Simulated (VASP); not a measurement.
The system is Hf.

```
Hf
1.0
     3.20451    0.00000    0.00000
    -1.60225    2.77518    0.00000
     0.00000    0.00000    5.07382
Hf
2
Direct
  0.33333 0.66667 0.25000
  0.66667 0.33333 0.75000
```

Base run:

| Item | Value |
| --- | --- |
| Program | VASP 6.6.1 |
| Functional | PBE |
| Potentials or basis | VASP PAW PBE potentials, release 64 (Hf_pv) |
| Cutoff | 520 eV |
| k mesh | 11 × 11 × 6 |
| Occupations | methfessel-paxton, width 0.03 eV |
| Spin | no spin polarisation |

Its results: band gap on the k mesh zero (bands 10 and 11 overlap by 1.48 eV); pressure -0.3 GPa.

Question: The run is repeated on the same cell with these changes: occupations from methfessel-paxton, width 0.03 eV to fermi-dirac, width 1 eV. What comes out?

Answer: Band gap on the k mesh zero (bands 10 and 11 overlap by 1.51 eV); pressure 9.6 GPa.

Caveats: spin-orbit coupling is left out, which moves the levels of the heavy elements; the cell stands under pressure (at least some runs); so wide a smearing shifts energies and pressures (at least some runs).
